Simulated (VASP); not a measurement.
Wanted: the native input for a VASP 6.6.1 run.

```yaml
Task: relaxation of shape and atoms at fixed volume
Functional: PBE
Potentials_or_basis: VASP PAW PBE potentials, release 64 (K_sv, F)
Cutoff: 600 eV
k_mesh: 8 × 8 × 8
Occupations: gaussian, width 0.02 eV
Spin: no spin polarisation
Dipole_correction: no
Further_INCAR_settings: ALGO = Normal; EDIFF = 1e-06; IBRION = 2; EDIFFG = -0.01; NSW = 50; ISIF = 4
```

The structure of KF lies in POSCAR:

```
KF
1.0
    2.1457760133      1.2388643589      3.5045057935
   -2.1457760133      1.2388643589      3.5045057935
    0.0000000000     -2.4777287178      3.5045057935
K F
1 1
Direct
    0.2493696479      0.2493696479      0.2493696479
   -0.0006130279     -0.0006130279     -0.0006130279
```

The input as run:

INCAR

```
SYSTEM = KF
ALGO = Normal
EDIFF = 1E-6
EDIFFG = -0.01
ENCUT = 600
GGA = PE
IBRION = 2
ISIF = 4
ISMEAR = 0
LASPH = .TRUE.
LCHARG = .FALSE.
LREAL = .FALSE.
LWAVE = .FALSE.
NELM = 60
NSW = 50
PREC = Accurate
SIGMA = 0.02
```

KPOINTS

```
k-points
0
G
  8 8 8
  0 0 0
```

Potentials or basis: VASP PAW PBE potentials, release 64 (K_sv, F).

Command:

```sh
$ cat potpaw_PBE.64/K_sv/POTCAR potpaw_PBE.64/F/POTCAR > POTCAR
$ mpirun -np 1 vasp_std > vasp.out
```

It gave:

| Item | Value |
| --- | --- |
| Pressure after relaxing | -1.1 GPa |
| Band gap on the k mesh | 4.89 eV (least direct gap 5.03 eV) |

Caveat: the relaxation stopped at its first step, so nothing moved.

Run time: 26 s on 1 thread of Intel(R) Xeon(R) Platinum 8488C (Sapphire Rapids) (shared host), peak memory 0.23 GiB.
